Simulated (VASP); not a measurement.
Here is a VASP 6.6.1 calculation.

INCAR

```
SYSTEM = Fe
PREC = Accurate
ENCUT = 520
EDIFF = 1E-6
ISMEAR = -1
SIGMA = 0.05
LREAL = .FALSE.
LASPH = .TRUE.
NELM = 150
ALGO = Normal
ISIF = 2
LWAVE = .FALSE.
LCHARG = .FALSE.
ISPIN = 2
MAGMOM = 3
LORBIT = 11
LMAXMIX = 4
GGA = B5
ALDAX = 1.0
AGGAX = 1.0
AGGAC = 1.0
ALDAC = 0.0
IVDW = 13
VDW_S6 = 1.0
VDW_S8 = 2.34076671
VDW_A1 = 0.44488865
VDW_A2 = 4.0933009
NBANDS = 14
```

Contents of KPOINTS:

```
regular mesh
0
G
  13 13 13
  0 0 0
```

File POSCAR:

```
Fe
1.0
   -1.4430000000      1.4430000000      1.4430000000
    1.4430000000     -1.4430000000      1.4430000000
    1.4430000000      1.4430000000     -1.4430000000
Fe
1
Direct
    0.0000000000      0.0000000000      0.0000000000
```

Potentials or basis: VASP PAW PBE potentials, release 64 (Fe).

Run with:

```bash
$ cat potpaw_PBE.64/Fe/POTCAR > POTCAR
$ mpirun -np 1 vasp_std > vasp.out
```

(1) Estimate the pressure.

(2) Estimate the dispersion energy per atom.

(3) Predict the site moments.

Results:

(1) -10.7 GPa.

(2) -0.640 eV.

(3) Fe +2.22 μB.

Caveat: the cell stands under tension; the PAW data sets were made with another functional, which shifts forces and pressure a little.
